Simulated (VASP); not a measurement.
# MgS (P6_3/mmc) in VASP: settings compared

MgS is run at these levels: r2SCAN, PBE; tasks: single point.

All numbers are computed with VASP 6.6.1; they aren't measurements. Logs are shortened: lines on timing, memory, paths and dates and some standing lists are left out, and cuts for length are marked.

## 1. The cell of the first run

It takes space group P6_3/mmc (No. 194, hexagonal). The conventional cell has a = 4.380 Å, b = 4.380 Å, c = 5.389 Å, α = 90.00°, β = 90.00°, γ = 120.00°. Within 3.3 Å of Mg (site symmetry -6m2) lie 5 S at 2.53 to 2.69 Å. S (site symmetry -6m2) has 5 Mg at 2.53 to 2.69 Å within 3.3 Å.

## 2. Single point, r2SCAN (volume changed by +6%)

Input file POSCAR:

```
MgS
1.0
    4.3797892822      0.0000000000      0.0000000000
   -2.1898946411      3.7930087816      0.0000000000
    0.0000000000      0.0000000000      5.3887466314
Mg S
2 2
Direct
    0.3333333333      0.6666666667      0.2500000000
    0.6666666667      0.3333333333      0.7500000000
    0.6666666667      0.3333333333      0.2500000000
    0.3333333333      0.6666666667      0.7500000000
```

Input file INCAR.step1:

```
SYSTEM = MgS
PREC     = Accurate       ! precision mode
ENCUT    = 520            ! plane-wave cutoff, eV
ISMEAR   = 0              ! smearing method
SIGMA    = 0.01           ! smearing width, eV
LREAL    = .FALSE.        ! projectors in reciprocal space
LASPH    = .TRUE.         ! aspherical terms in the spheres
NELM     = 80             ! most SCF steps
NBANDS   = 16             ! bands
GGA      = PE             ! functional
ALGO     = Normal         ! electronic algorithm
EDIFF    = 1E-4           ! SCF threshold, eV
LWAVE    = .TRUE.         ! write WAVECAR
LCHARG   = .FALSE.        ! write CHGCAR
```

Input file INCAR.step2:

```
SYSTEM = MgS
PREC     = Accurate       ! precision mode
ENCUT    = 520            ! plane-wave cutoff, eV
EDIFF    = 1E-6           ! SCF threshold, eV
ISMEAR   = 0              ! smearing method
SIGMA    = 0.01           ! smearing width, eV
LREAL    = .FALSE.        ! projectors in reciprocal space
LASPH    = .TRUE.         ! aspherical terms in the spheres
NELM     = 80             ! most SCF steps
ALGO     = Normal         ! electronic algorithm
ISIF     = 2              ! what is computed and relaxed
LWAVE    = .FALSE.        ! write WAVECAR
LCHARG   = .FALSE.        ! write CHGCAR
METAGGA  = R2SCAN         ! meta-GGA
LMIXTAU  = .TRUE.       
NBANDS   = 16             ! bands
ISTART   = 1
```

Input file KPOINTS:

```
regular mesh
0
G
  6 6 4
  0 0 0
```

Potentials or basis: VASP PAW PBE potentials, release 64 (Mg, S).

Command:

```sh
$ cat potpaw_PBE.64/Mg/POTCAR potpaw_PBE.64/S/POTCAR > POTCAR
$ cp INCAR.step1 INCAR
$ mpirun -np 1 vasp_std > vasp.out
$ cp INCAR.step2 INCAR
$ mpirun -np 1 vasp_std > vasp.out
```

OUTCAR:

```text
SYSTEM = MgS
   PREC = Accurate
   ENCUT = 520
   EDIFF = 1E-6
   ISMEAR = 0
   LREAL = .FALSE.
   LASPH = .TRUE.
   NELM = 80
   ISIF = 2
   METAGGA = R2SCAN
   ISTART = 1

 ion  position               nearest neighbor table
   1  0.333  0.667  0.250-   3 2.53   3 2.53   3 2.53   4 2.69   4 2.69
   2  0.667  0.333  0.750-   4 2.53   4 2.53   4 2.53   3 2.69   3 2.69
   3  0.667  0.333  0.250-   1 2.53   1 2.53   1 2.53   2 2.69   2 2.69
   4  0.333  0.667  0.750-   2 2.53   2 2.53   2 2.53   1 2.69   1 2.69

  LATTYP: Found a hexagonal cell.
 ALAT       =     4.3797892822
 C/A-ratio  =     1.2303666419

  Lattice vectors:

 A1 = (   4.3797892822,   0.0000000000,   0.0000000000)
 A2 = (  -2.1898946411,   3.7930087816,   0.0000000000)
 A3 = (   0.0000000000,   0.0000000000,   5.3887466314)

Analysis of symmetry for initial positions (statically):
=====================================================================
 Subroutine PRICEL returns:
 Original cell was already a primitive cell.

 Routine SETGRP: Setting up the symmetry group for a
 hexagonal supercell.

 Subroutine GETGRP returns: Found 24 space group operations
 (whereof 12 operations were pure point group operations)
 out of a pool of 24 trial point group operations.

The static configuration has the point symmetry D_3d.
 The point group associated with its full space group is D_6h.

Analysis of symmetry for dynamics (positions and initial velocities):
=====================================================================
 Subroutine PRICEL returns:
 Original cell was already a primitive cell.

 Routine SETGRP: Setting up the symmetry group for a
 hexagonal supercell.

 Subroutine GETGRP returns: Found 24 space group operations
 (whereof 12 operations were pure point group operations)
 out of a pool of 24 trial point group operations.

The dynamic configuration has the point symmetry D_3d.
 The point group associated with its full space group is D_6h.

 Subroutine INISYM returns: Found 24 space group operations
 (whereof 12 operations are pure point group operations),
 and found     1 'primitive' translations

----------------------------------------------------------------------------------------

                                     Primitive cell

  volume of cell :      89.5210

  direct lattice vectors                    reciprocal lattice vectors
     4.379789282  0.000000000  0.000000000     0.228321487  0.131821472  0.000000000
[... 88 lines left out ...]
   EDIFFG = 0.1E-04   stopping-criterion for IOM
   NSW    =      0    number of steps for IOM
   IBRION =     -1    ionic relax: 0-MD 1-quasi-New 2-CG
   NFREE  =      0    steps in history (QN), initial steepest desc. (CG)
   ISIF   =      2    stress and relaxation
   ISYM   =      2    0-nonsym 1-usesym 2-fastsym
   POTIM  = 0.5000    time-step for ionic-motion
   TEBEG  =    0.0;   TEEND  =   0.0 temperature during run
   PSTRESS=    0.0 pullay stress
   NELECT =      16.0000    total number of electrons
   NUPDOWN=      -1.0000    fix difference up-down
   EMIN   =  10.00;   EMAX   =-10.00  energy-range for DOS
   EFERMI =   0.00;   METHOD = LEGACY
   ISMEAR =     0;   SIGMA  =   0.01  broadening in eV -4-tet -1-fermi 0-gaus
   EFERMI_NEDOS =   21; number of points for ismear=-14 and -15
   IALGO  =     38    algorithm
   IMIX   =      4    mixing-type and parameters
     AMIX     =   0.40;   BMIX     =  1.00
     AMIX_MAG =   1.60;   BMIX_MAG =  1.00
  volume/ion in A,a.u.               =      22.38       151.03
  Fermi-wavevector in a.u.,A,eV,Ry     =   0.922161  1.742631 11.570124  0.850380
  Thomas-Fermi vector in A             =   2.047657
   LORBIT       =      0    0 simple, 1 ext, 2 COOP (PROOUT), +10 PAW based schemes
   METAGGA = R2SCAN    functional components
   LHFCALC =     F    Hartree Fock is set to
   AEXX    =    0.0000 exact exchange contribution
   IVDW    =     0    specifies the selected vdW correction
   LEPSILON=     F    determine dielectric tensor
   LRPA    =     F    only Hartree local field effects (RPA)
 non-spin polarized calculation
 Gauss-broadening in eV      SIGMA  =   0.01
  energy-cutoff  :      520.00
  volume of cell :       89.52
 maximum number of plane-waves:      2444
 NGX is ok and might be reduce to    36
   NGX = 17   NGY = 17   NGZ = 21

 number of electron      15.9999997 magnetization

 Free energy of the ion-electron system (eV)
  ---------------------------------------------------
  ext. energy  EPLUGINS =         0.00000000
  ---------------------------------------------------
  free energy    TOTEN  =       -30.76581263 eV

  energy without entropy =      -30.76581263  energy(sigma->0) =      -30.76581263

 E-fermi :   1.7970     XC(G=0):  -8.8599

 val. band max:        1.7070106864   @ k =   0.0000   0.0000   0.0000
 cond. band min:       5.0694729408   @ k =   0.0000   0.0000   0.0000
 fundamental gap:      3.3624622545
 Fermi energy:         1.7970482422

 k-point     1 :       0.0000    0.0000    0.0000
  band No.  band energies     occupation
      1     -10.8707      2.00000
      2      -9.5228      2.00000
      3      -1.9588      2.00000
      4      -0.2275      2.00000
      5      -0.2275      2.00000
      6       0.8666      2.00000
[... 376 lines left out ...]
      3      -2.1563      2.00000
      4      -2.1563      2.00000
      5      -0.8423      2.00000
      6      -0.8423      2.00000
[... 8 lines left out ...]
     15      10.6457      0.00000
     16      10.6457      0.00000

------------------------ aborting loop because EDIFF is reached ----------------------------------------

  FORCE on cell =-STRESS in cart. coord.  units (eV):
  Direction    XX          YY          ZZ          XY          YZ          ZX
  --------------------------------------------------------------------------------------
  -------------------------------------------------------------------------------------
  Total       -2.1079160     -2.1079160     -1.9421241     -0.0000000     -0.0000000      0.0000000
  in kB      -37.7258513    -37.7258513    -34.7586370     -0.0000000     -0.0000000      0.0000000
  external PRESSURE =     -36.7367798 kB  Pullay stress =       0.0000000 kB

 VOLUME and BASIS-vectors are now :
 -----------------------------------------------------------------------------
  energy-cutoff  :      520.00
  volume of cell :       89.52
      direct lattice vectors                 reciprocal lattice vectors
     4.379789282  0.000000000  0.000000000     0.228321487  0.131821472  0.000000000
    -2.189894641  3.793008782  0.000000000     0.000000000  0.263642944  0.000000000
     0.000000000  0.000000000  5.388746631     0.000000000  0.000000000  0.185571909

 POSITION                                       TOTAL-FORCE (eV/Angst)
 -----------------------------------------------------------------------------------
     -0.00000      2.52867      1.34719        -0.000000      0.000000      0.000000
      2.18989      1.26434      4.04156        -0.000000      0.000000      0.000000
      2.18989      1.26434      1.34719         0.000000     -0.000000      0.000000
     -0.00000      2.52867      4.04156         0.000000      0.000000      0.000000
 -----------------------------------------------------------------------------------
    total drift:                               -0.000000      0.000000      0.000000

  FREE ENERGIE OF THE ION-ELECTRON SYSTEM (eV)
  ---------------------------------------------------
  free  energy   TOTEN  =       -30.7658126317 eV

  energy  without entropy=      -30.7658126317  energy(sigma->0) =      -30.76581263
```

Run time: 84 s. Hardware: 1 thread of Intel Xeon 6975P-C, shared host; peak memory 0.24 GiB.

Results:

- Free energy: -30.7658 eV
- Pressure: -3.7 GPa
- Band gap on the k mesh: 3.36 eV, direct

Stress tensor (GPa, compression positive):
```
-3.77  0.00  0.00
 0.00 -3.77  0.00
 0.00  0.00 -3.48
```

Caveat: the cell differs from its parent crystal (volume changed by +6%); the PAW data sets were made with another functional, which shifts forces and pressure a little.

## 3. Single point, PBE

This run uses another cell than the first one, of 21.11 Å³/atom, 0.943 times its volume.

Input file INCAR:

```
SYSTEM = MgS
ALGO = Normal
EDIFF = 1E-6
ENCUT = 520
GGA = PE
ISIF = 2
ISMEAR = 0
LASPH = .TRUE.
LCHARG = .TRUE.
LELF = .TRUE.
LREAL = .FALSE.
LVHAR = .TRUE.
LWAVE = .FALSE.
NBANDS = 16
NELM = 60
PREC = Accurate
SIGMA = 0.01
```

Input file KPOINTS:

```
k-points
0
G
  12 12 6
  0 0 0
```

Input file POSCAR:

```
MgS
1.0
    4.2955415878      0.0000000000      0.0000000000
   -2.1477707939      3.7200481381      0.0000000000
    0.0000000000      0.0000000000      5.2850910786
Mg S
2 2
Direct
    0.3333333333      0.6666666667      0.2500000000
    0.6666666667      0.3333333333      0.7500000000
    0.6666666667      0.3333333333      0.2500000000
    0.3333333333      0.6666666667      0.7500000000
```

Potentials or basis: VASP PAW PBE potentials, release 64 (Mg, S).

Command:

```sh
$ cat potpaw_PBE.64/Mg/POTCAR potpaw_PBE.64/S/POTCAR > POTCAR
$ mpirun -np 1 vasp_std > vasp.out
```

Run time: 63 s. Hardware: 1 thread of Intel Xeon 6975P-C, shared host; peak memory 0.25 GiB.

The run converged. Its results:

```
Free energy            : -16.8759 eV
Pressure               : 0.9 GPa
Band gap on the k mesh : 3.00 eV, direct
```

Levels at points of the mesh, in eV from the valence-band top:
```tsv
k point	band 4	band 5	band 6	band 7	band 8	band 9	band 10	band 11	band 12	band 13
(0.00, 0.00, 0.00)	-2.01	-2.01	-0.87	-0.87	0.00	3.00	3.01	6.03	6.03	7.81
(0.50, 0.00, 0.00)	-2.71	-2.65	-2.54	-1.60	-0.80	3.36	5.29	6.12	6.48	7.49
(0.00, 0.00, 0.50)	-2.38	-1.47	-1.47	-1.47	-1.47	4.63	4.63	5.98	5.98	5.98
(0.50, 0.00, 0.50)	-4.18	-1.88	-1.88	-0.84	-0.84	4.50	4.50	6.45	6.45	8.79
```

A k mesh can miss the band edges. As with any semilocal functional, this PBE gap is likely too small.

[end of part 1 of 2]
